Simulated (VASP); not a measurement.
Here is a VASP 6.6.1 calculation.

Contents of INCAR:

```
SYSTEM = KTaO3
  PREC = Accurate
  ENCUT = 700
  EDIFF = 1E-6
  ISMEAR = -1
  SIGMA = 0.05
  LREAL = .FALSE.
  LASPH = .TRUE.
  NELM = 120
  ALGO = Normal
  ISIF = 2
  LWAVE = .FALSE.
  LCHARG = .FALSE.
  GGA = PS
  IVDW = 13
  NBANDS = 28
  GGA_COMPAT = .FALSE.
```

The input KPOINTS:

```
regular mesh
0
G
  7 7 7
  0 0 0
```

File POSCAR:

```
KTaO3
1.0
    4.0665218197      0.0000000000      0.0000000000
    0.0000000000      4.0665218197      0.0000000000
    0.0000000000      0.0000000000      4.0665218197
Ta K O
1 1 3
Direct
    0.0000000000      0.0000000000      0.0000000000
    0.5000000000      0.5000000000      0.5000000000
    0.0000000000      0.0000000000      0.5000000000
    0.0000000000      0.5000000000      0.0000000000
    0.5000000000      0.0000000000      0.0000000000
```

Potentials or basis: VASP PAW PBE potentials, release 64 (Ta_sv_GW, K_sv, O).

Launch:

```sh
$ cat potpaw_PBE.64/Ta_sv_GW/POTCAR potpaw_PBE.64/K_sv/POTCAR potpaw_PBE.64/O/POTCAR > POTCAR
$ mpirun -np 1 vasp_std > vasp.out
```

Estimate the band gap on the k mesh.

2.05 eV (least direct gap 2.64 eV).

What does it give for the dispersion energy per atom?

-0.086 eV.

Predict the pressure.

-11.8 GPa.

Caveat: the cell stands under tension; the PAW data sets were made with another functional, which shifts forces and pressure a little; spin-orbit coupling is left out, which moves the levels of the heavy elements; an odd mesh through Γ misses points on the zone boundary, where band edges can lie.
